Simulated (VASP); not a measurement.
Set up this calculation in VASP 6.6.1, as the native input.

```yaml
Task: single point
Functional: PBEsol
Potentials_or_basis: VASP PAW PBE potentials, release 64 (Pb_d, Te)
Cutoff: 520 eV
k_mesh: 6 × 6 × 6
Occupations: fermi-dirac, width 0.05 eV
Spin: no spin polarisation
Dipole_correction: no
Further_INCAR_settings: ALGO = Normal; EDIFF = 1e-06; NBANDS = 17
```

The structure of TePb lies in POSCAR:

```
TePb
1.0
    0.0161550000      3.2310000000      3.2310000000
    3.2310000000      0.0161550000      3.2310000000
    3.2471550000      3.2471550000      0.0000000000
Pb Te
1 1
Direct
    0.0000000000      0.0000000000      0.0000000000
    0.5000000000      0.5000000000      0.5000000000
```

One way to write it, as run:

INCAR

```
PREC = Accurate
ENCUT = 520
EDIFF = 1E-6
ISMEAR = -1
SIGMA = 0.05
LREAL = F
LASPH = T
NELM = 80
ALGO = Normal
ISIF = 2
LWAVE = F
LCHARG = F
GGA = PS
NBANDS = 17
```

KPOINTS

```
regular mesh
0
Gamma
  6 6 6
```

Potentials or basis: VASP PAW PBE potentials, release 64 (Pb_d, Te).

Run with:

```console
$ cat potpaw_PBE.64/Pb_d/POTCAR potpaw_PBE.64/Te/POTCAR > POTCAR
$ mpirun -np 1 vasp_std > vasp.out
```

Results of the run:

| Quantity | Value |
| --- | --- |
| Pressure | -0.4 GPa |
| Band gap on the k mesh | 0.62 eV (least direct gap 0.66 eV) |

Caveat: the PAW data sets were made with another functional, which shifts forces and pressure a little; spin-orbit coupling is left out, which moves the levels of the heavy elements.

Run time: 83 s on 1 thread of Intel Xeon 8259CL, with other jobs on the host, peak memory 0.23 GiB.
